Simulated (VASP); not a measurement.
# TaN (P-6m2) in VASP: further runs, part 2 of 3

VASP 6.6.1. Earlier steps stand in the parts before.

### 3 Electric field gradients, PBEsol (equal xx and yy strain of +1 %)

The input, INCAR:

```
ALGO = Normal
EDIFF = 1E-8
ENCUT = 520
GGA = PS
ISIF = 2
ISMEAR = -1
LASPH = True
LCHARG = False
LEFG = True
LREAL = False
LWAVE = False
NBANDS = 15
NELM = 100
PREC = Accurate
SIGMA = 0.02
```

The input, KPOINTS:

```
k-points
0
Gamma
  12 12 10
```

The input, POSCAR:

```
TaN
1.0
    2.9673788470      0.0000000000      0.0000000000
   -1.4836894235      2.5698254642      0.0000000000
    0.0000000000      0.0000000000      2.8830000000
Ta N
1 1
Direct
    0.3333333333      0.6666666667      0.5000000000
    0.0000000000      0.0000000000      0.0000000000
```

Potentials or basis: VASP PAW PBE potentials, release 64 (Ta_pv, N).

Run with:

```console
cat potpaw_PBE.64/Ta_pv/POTCAR potpaw_PBE.64/N/POTCAR > POTCAR
mpirun -np 1 vasp_std > vasp.out
```

OUTCAR:

```text
EDIFF = 1E-8
   ENCUT = 520
   GGA = PS
   ISIF = 2
   ISMEAR = -1
   LASPH = True
   LREAL = False
   NELM = 100
   PREC = Accurate

 ion  position               nearest neighbor table
   1  0.333  0.667  0.500-   2 2.24   2 2.24   2 2.24   2 2.24   2 2.24   2 2.24
   2  0.000  0.000  0.000-   1 2.24   1 2.24   1 2.24   1 2.24   1 2.24   1 2.24

  LATTYP: Found a hexagonal cell.
 ALAT       =     2.9673788470
 C/A-ratio  =     0.9715645183

  Lattice vectors:

 A1 = (   2.9673788470,   0.0000000000,   0.0000000000)
 A2 = (  -1.4836894235,   2.5698254642,   0.0000000000)
 A3 = (   0.0000000000,   0.0000000000,   2.8830000000)

Analysis of symmetry for initial positions (statically):
=====================================================================
 Subroutine PRICEL returns:
 Original cell was already a primitive cell.

 Routine SETGRP: Setting up the symmetry group for a
[... 621 lines left out ...]
  energy-cutoff  :      520.00
  volume of cell :       21.98
      direct lattice vectors                 reciprocal lattice vectors
     2.967378847  0.000000000  0.000000000     0.336997752  0.194565743  0.000000000
    -1.483689423  2.569825464  0.000000000     0.000000000  0.389131485  0.000000000
     0.000000000  0.000000000  2.883000000     0.000000000  0.000000000  0.346860909

 POSITION                                       TOTAL-FORCE (eV/Angst)
 -----------------------------------------------------------------------------------
     -0.00000      1.71322      1.44150         0.000000      0.000000      0.000000
      0.00000      0.00000      0.00000        -0.000000      0.000000      0.000000
 -----------------------------------------------------------------------------------
    total drift:                                0.000000     -0.000000     -0.000000

  FREE ENERGIE OF THE ION-ELECTRON SYSTEM (eV)
  ---------------------------------------------------
  free  energy   TOTEN  =       -23.7814044468 eV

  energy  without entropy=      -23.7813101306  energy(sigma->0) =      -23.78135729

 Electric field gradients (V/A^2)
---------------------------------------------------------------------
 ion       V_xx      V_yy      V_zz      V_xy      V_xz      V_yz
---------------------------------------------------------------------
   1      -7.653    -7.652    15.305     0.000     0.000    -0.000
   2       0.541     0.543    -1.084     0.001     0.000     0.000
---------------------------------------------------------------------

 Electric field gradients after diagonalization (V/A^2)
 (convention: |V_zz| > |V_xx| > |V_yy|)
----------------------------------------------------------------------
 ion       V_xx      V_yy      V_zz     asymmetry (V_yy - V_xx)/ V_zz
----------------------------------------------------------------------
   1      -7.653    -7.652    15.305       0.000
   2       0.543     0.541    -1.084       0.002
----------------------------------------------------------------------

           NMR quadrupolar parameters

 Cq : quadrupolar parameter    Cq=e*Q*V_zz/h
 eta: asymmetry parameters     (V_yy - V_xx)/ V_zz
 Q  : nuclear electric quadrupole moment in mb (millibarn)
----------------------------------------------------------------------
 ion       Cq(MHz)       eta       Q (mb)
----------------------------------------------------------------------
   1       0.037       0.000       1.000
   2      -0.003       0.002       1.000
----------------------------------------------------------------------
```

OSZICAR:

```text
N       E                     dE             d eps       ncg     rms          rms(c)
DAV:   1     0.913486360397E+02    0.91349E+02   -0.86997E+03  3420   0.112E+03
DAV:   2    -0.233107849773E+02   -0.11466E+03   -0.10787E+03  4113   0.306E+02
DAV:   3    -0.261243002606E+02   -0.28135E+01   -0.27977E+01  3882   0.449E+01
DAV:   4    -0.261361204136E+02   -0.11820E-01   -0.11817E-01  4498   0.315E+00
DAV:   5    -0.261361896017E+02   -0.69188E-04   -0.69185E-04  3931   0.228E-01    0.229E+01
DAV:   6    -0.238985322463E+02    0.22377E+01   -0.35484E+00  4505   0.224E+01    0.975E+00
DAV:   7    -0.238186919173E+02    0.79840E-01   -0.52868E-01  3854   0.583E+00    0.669E+00
DAV:   8    -0.237889195827E+02    0.29772E-01   -0.16903E-01  4162   0.340E+00    0.143E+00
DAV:   9    -0.237815478735E+02    0.73717E-02   -0.16406E-02  3903   0.104E+00    0.199E-01
DAV:  10    -0.237814785855E+02    0.69288E-04   -0.10447E-03  4267   0.378E-01    0.968E-02
DAV:  11    -0.237814040473E+02    0.74538E-04   -0.90583E-05  4050   0.102E-01    0.127E-02
DAV:  12    -0.237814045557E+02   -0.50839E-06   -0.12012E-05  3721   0.297E-02    0.419E-03
DAV:  13    -0.237814045437E+02    0.11974E-07   -0.35749E-08  4449   0.185E-03    0.286E-03
DAV:  14    -0.237814044537E+02    0.90055E-07   -0.27225E-08  4015   0.155E-03    0.457E-04
DAV:  15    -0.237814044415E+02    0.12163E-07   -0.14475E-09  1773   0.324E-04    0.172E-04
DAV:  16    -0.237814044468E+02   -0.52796E-08   -0.15444E-10  1738   0.138E-04
   1 F= -.23781404E+02 E0= -.23781357E+02  d E =-.943162E-04
```

Run time: 29 s. Hardware: 1 thread of Intel Xeon 6975P-C, shared host; peak memory 0.17 GiB.

What came out:

```yaml
Free_energy: -23.7814 eV
Pressure: -10.4 GPa
Band_gap_on_the_k_mesh: zero (band 8 reaches 8.26 eV, above the bottom of band 9 at 7.80 eV)
```

Stress tensor (GPa, compression positive):
```
-12.16   0.00   0.00
  0.00 -12.16   0.00
  0.00   0.00  -6.92
```

Levels at points of the mesh, in eV from the Fermi level:
```
           k point  band 5  band 6  band 7  band 8  band 9  band 10  band 11  band 12
(0.00, 0.00, 0.00)   -4.65   -4.65   -4.20   -2.92    1.89     3.47     3.47     3.79
(0.50, 0.00, 0.00)   -8.31   -5.11   -3.51   -3.28    2.86     3.74     5.00     5.06
(0.00, 0.00, 0.50)   -9.35   -3.85   -3.85   -0.18   -0.18     2.43     3.08     3.08
(0.50, 0.00, 0.50)   -7.33   -6.20   -5.74   -0.44    3.91     5.06     5.87     6.79
```

Electric field gradients, principal values (V/Å²):
```csv
atom,least,middle,greatest (by size)
1 Ta,-7.652,-7.653,15.305
2 N,0.541,0.543,-1.084
```

Caveat: the cell differs from its parent crystal (equal xx and yy strain of +1 %); without QUAD_EFG the Cq values of the log hold for a quadrupole moment of 1 mb, not for the nuclei; the PAW data sets were made with another functional, which shifts forces and pressure a little; spin-orbit coupling is left out, which moves the levels of the heavy elements.

### 4 Electric field gradients, PBEsol (equal xx and yy strain of +1 %)

The input, INCAR:

```
SYSTEM = TaN
ALGO     = Normal         ! electronic algorithm
EDIFF    = 1E-8           ! SCF threshold, eV
ENCUT    = 520            ! plane-wave cutoff, eV
GGA      = PS             ! functional
ISIF     = 2              ! what is computed and relaxed
ISMEAR   = -1             ! smearing method
LASPH    = .True.         ! aspherical terms in the spheres
LCHARG   = .False.        ! write CHGCAR
LEFG     = .True.       
LREAL    = .False.        ! projectors in reciprocal space
LWAVE    = .False.        ! write WAVECAR
NBANDS   = 15             ! bands
NELM     = 100            ! most SCF steps
PREC     = Accurate       ! precision mode
SIGMA    = 0.02           ! smearing width, eV
```

The input, KPOINTS:

```
k-points
0
Gamma
  12 12 10
  0 0 0
```

POSCAR is that of step 3.

Potentials or basis: VASP PAW PBE potentials, release 64 (Ta_pv, N).

Run with:

```console
cat potpaw_PBE.64/Ta_pv/POTCAR potpaw_PBE.64/N/POTCAR > POTCAR
mpirun -np 1 vasp_std > vasp.out
```

OUTCAR:

```text
SYSTEM = TaN
   EDIFF = 1E-8
   ENCUT = 520
   GGA = PS
   ISIF = 2
   ISMEAR = -1
   LASPH = .True.
   LREAL = .False.
   NELM = 100
   PREC = Accurate

 ion  position               nearest neighbor table
   1  0.333  0.667  0.500-   2 2.24   2 2.24   2 2.24   2 2.24   2 2.24   2 2.24
   2  0.000  0.000  0.000-   1 2.24   1 2.24   1 2.24   1 2.24   1 2.24   1 2.24

  LATTYP: Found a hexagonal cell.
 ALAT       =     2.9673788470
 C/A-ratio  =     0.9715645183

  Lattice vectors:

 A1 = (   2.9673788470,   0.0000000000,   0.0000000000)
 A2 = (  -1.4836894235,   2.5698254642,   0.0000000000)
 A3 = (   0.0000000000,   0.0000000000,   2.8830000000)

Analysis of symmetry for initial positions (statically):
=====================================================================
 Subroutine PRICEL returns:
 Original cell was already a primitive cell.

 Routine SETGRP: Setting up the symmetry group for a
 hexagonal supercell.

 Subroutine GETGRP returns: Found 12 space group operations
 (whereof 12 operations were pure point group operations)
 out of a pool of 24 trial point group operations.

The static configuration has the point symmetry D_3h.

Analysis of symmetry for dynamics (positions and initial velocities):
=====================================================================
 Subroutine PRICEL returns:
 Original cell was already a primitive cell.

 Routine SETGRP: Setting up the symmetry group for a
 hexagonal supercell.

 Subroutine GETGRP returns: Found 12 space group operations
 (whereof 12 operations were pure point group operations)
 out of a pool of 24 trial point group operations.

The dynamic configuration has the point symmetry D_3h.

 Subroutine INISYM returns: Found 12 space group operations
 (whereof 12 operations are pure point group operations),
 and found     1 'primitive' translations

----------------------------------------------------------------------------------------

                                     Primitive cell

  volume of cell :      21.9847

  direct lattice vectors                    reciprocal lattice vectors
     2.967378847  0.000000000  0.000000000     0.336997752  0.194565743  0.000000000
    -1.483689423  2.569825464  0.000000000     0.000000000  0.389131485  0.000000000
     0.000000000  0.000000000  2.883000000     0.000000000  0.000000000  0.346860909

  length of vectors
     2.967378847  2.967378847  2.883000000     0.389131485  0.389131485  0.346860909

  position of ions in fractional coordinates (direct lattice)
     0.333333333  0.666666667  0.500000000
     0.000000000  0.000000000  0.000000000

  ion indices of the primitive-cell ions
   primitive index   ion index
                 1           1
                 2           2

----------------------------------------------------------------------------------------

 KPOINTS: k-points
[... 78 lines left out ...]
   PSTRESS=    0.0 pullay stress
   NELECT =      16.0000    total number of electrons
   NUPDOWN=      -1.0000    fix difference up-down
   EMIN   =  10.00;   EMAX   =-10.00  energy-range for DOS
   EFERMI =   0.00;   METHOD = LEGACY
   ISMEAR =    -1;   SIGMA  =   0.02  broadening in eV -4-tet -1-fermi 0-gaus
   EFERMI_NEDOS =   21; number of points for ismear=-14 and -15
   IALGO  =     38    algorithm
   IMIX   =      4    mixing-type and parameters
     AMIX     =   0.40;   BMIX     =  1.00
     AMIX_MAG =   1.60;   BMIX_MAG =  1.00
  volume/ion in A,a.u.               =      10.99        74.18
  Fermi-wavevector in a.u.,A,eV,Ry     =   1.472565  2.782744 29.503512  2.168447
  Thomas-Fermi vector in A             =   2.587564
   LORBIT       =      0    0 simple, 1 ext, 2 COOP (PROOUT), +10 PAW based schemes
   GGA     = PS    functional components
   LHFCALC =     F    Hartree Fock is set to
   AEXX    =    0.0000 exact exchange contribution
   IVDW    =     0    specifies the selected vdW correction
   LEPSILON=     F    determine dielectric tensor
   LRPA    =     F    only Hartree local field effects (RPA)
 non-spin polarized calculation
  energy-cutoff  :      520.00
  volume of cell :       21.98
 maximum number of plane-waves:       611
 NGX is ok and might be reduce to    24
   NGX = 11   NGY = 11   NGZ = 11

 number of electron      15.9999999 magnetization

 Free energy of the ion-electron system (eV)
  ---------------------------------------------------
  ext. energy  EPLUGINS =         0.00000000
  ---------------------------------------------------
  free energy    TOTEN  =       -23.78140445 eV

  energy without entropy =      -23.78131013  energy(sigma->0) =      -23.78135729

 E-fermi :   7.9820     XC(G=0): -13.3952

 val. band max:        7.8716567708   @ k =   0.0000   0.0000   0.4000
 cond. band min:       8.0036812698   @ k =   0.3333   0.3333   0.0000
 fundamental gap:      0.1320244990
 Fermi energy:         7.9819929426

 k-point     1 :       0.0000    0.0000    0.0000
  band No.  band energies     occupation
      1     -26.9232      2.00000
      2     -26.7029      2.00000
      3     -26.7029      2.00000
      4      -9.7091      2.00000
      5       3.3348      2.00000
      6       3.3348      2.00000
      7       3.7784      2.00000
      8       5.0646      2.00000
      9       9.8740      0.00000
     10      11.4489      0.00000
     11      11.4489      0.00000
     12      11.7750      0.00000
     13      11.7750      0.00000
     14      20.7782      0.00000
[... 401 lines left out ...]
      2     -26.9105      2.00000
      3     -26.8553      2.00000
      4      -8.0156      2.00000
      5       0.4066      2.00000
      6       2.9920      2.00000
      7       4.2274      2.00000
      8       5.2323      2.00000
      9      10.4870      0.00000
     10      10.7729      0.00000
     11      12.3203      0.00000
     12      12.7840      0.00000
     13      14.7699      0.00000
     14      20.7127      0.00000
     15      21.2212      0.00000

 [... further k-points ...]
[... 5 lines left out ...]
  --------------------------------------------------------------------------------------
  -------------------------------------------------------------------------------------
  Total       -1.6681833     -1.6681833     -0.9499113      0.0000000      0.0000000      0.0000000
  in kB     -121.5718683   -121.5718683    -69.2265005      0.0000000      0.0000000      0.0000000
  external PRESSURE =    -104.1234124 kB  Pullay stress =       0.0000000 kB

 VOLUME and BASIS-vectors are now :
 -----------------------------------------------------------------------------
  energy-cutoff  :      520.00
  volume of cell :       21.98
      direct lattice vectors                 reciprocal lattice vectors
     2.967378847  0.000000000  0.000000000     0.336997752  0.194565743  0.000000000
    -1.483689423  2.569825464  0.000000000     0.000000000  0.389131485  0.000000000
     0.000000000  0.000000000  2.883000000     0.000000000  0.000000000  0.346860909

 POSITION                                       TOTAL-FORCE (eV/Angst)
 -----------------------------------------------------------------------------------
     -0.00000      1.71322      1.44150         0.000000      0.000000      0.000000
      0.00000      0.00000      0.00000        -0.000000      0.000000      0.000000
 -----------------------------------------------------------------------------------
    total drift:                                0.000000     -0.000000     -0.000000

  FREE ENERGIE OF THE ION-ELECTRON SYSTEM (eV)
  ---------------------------------------------------
  free  energy   TOTEN  =       -23.7814044468 eV

  energy  without entropy=      -23.7813101306  energy(sigma->0) =      -23.78135729

 Electric field gradients (V/A^2)
---------------------------------------------------------------------
 ion       V_xx      V_yy      V_zz      V_xy      V_xz      V_yz
---------------------------------------------------------------------
   1      -7.653    -7.652    15.305     0.000     0.000    -0.000
   2       0.541     0.543    -1.084     0.001     0.000     0.000
---------------------------------------------------------------------

 Electric field gradients after diagonalization (V/A^2)
 (convention: |V_zz| > |V_xx| > |V_yy|)
----------------------------------------------------------------------
 ion       V_xx      V_yy      V_zz     asymmetry (V_yy - V_xx)/ V_zz
----------------------------------------------------------------------
   1      -7.653    -7.652    15.305       0.000
   2       0.543     0.541    -1.084       0.002
----------------------------------------------------------------------

           NMR quadrupolar parameters

 Cq : quadrupolar parameter    Cq=e*Q*V_zz/h
 eta: asymmetry parameters     (V_yy - V_xx)/ V_zz
 Q  : nuclear electric quadrupole moment in mb (millibarn)
----------------------------------------------------------------------
 ion       Cq(MHz)       eta       Q (mb)
----------------------------------------------------------------------
   1       0.037       0.000       1.000
   2      -0.003       0.002       1.000
----------------------------------------------------------------------
```

Wall time 29 s (1 thread of Intel Xeon 6975P-C, shared host); peak memory 0.17 GiB.

Results:

| Item | Value |
| --- | --- |
| Free energy | -23.7814 eV |
| Pressure | -10.4 GPa |
| Band gap on the k mesh | zero (band 8 reaches 8.26 eV, above the bottom of band 9 at 7.80 eV) |

Electric field gradients, principal values (V/Å²):
| atom | least | middle | greatest (by size) |
| --- | --- | --- | --- |
| 1 Ta | -7.652 | -7.653 | 15.305 |
| 2 N | 0.541 | 0.543 | -1.084 |

Caveat: the cell differs from its parent crystal (equal xx and yy strain of +1 %); without QUAD_EFG the Cq values of the log hold for a quadrupole moment of 1 mb, not for the nuclei; the PAW data sets were made with another functional, which shifts forces and pressure a little; spin-orbit coupling is left out, which moves the levels of the heavy elements.

(Part 2 of 3 ends here.)
